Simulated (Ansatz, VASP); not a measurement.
Two plane-wave programs on CoSi

```xyz
8
Lattice="4.4690 0.0000 0.0000 0.0000 4.4690 0.0000 0.0000 0.0000 4.4690" Properties=species:S:1:pos:R:3 pbc="T T T"
Co    0.6391    0.6391    0.6391
Co    1.5954    3.8300    2.8736
Co    2.8736    1.5954    3.8300
Co    3.8300    2.8736    1.5954
Si    3.7663    3.7663    3.7663
Si    2.9373    0.7028    1.5317
Si    1.5317    2.9373    0.7028
Si    0.7028    1.5317    2.9373
```

Alike in both runs: functional r2SCAN; k mesh 8 × 8 × 8; occupations gaussian, width 0.1 eV; no spin polarisation.

Ansatz relaxed the structure, and its values are those at the end. VASP's run is a single point on that final structure, the one shown.

|  | VASP | Ansatz |
| --- | --- | --- |
| version | VASP 6.6.1 | Ansatz 0.2.0 |
| potentials or method | VASP PAW PBE potentials, release 64 (Co, Si), cutoff 520 eV | scalar-relativistic, plane waves, PAW |
| valence electrons in the cell | 52 | 84 |

|  | VASP | Ansatz | Ansatz less VASP |
| --- | --- | --- | --- |
| gap on the k mesh at the Fermi level (eV) | none | none | - |
| pressure (GPa) | -12.4 | -12.4 | -0.03 |
| rms of the force components (eV/Å) | 0.005 | 0.005 | -0.0007 |

VASP's potentials were made for PBE, not for r2SCAN. A gap of «none» marks a metal or a gap that the smearing closes. VASP's potentials hold 52 valence electrons a cell and Ansatz's 84, so a difference there can come from the potentials and not from the codes. Ansatz's warnings: stress scf threshold loose.
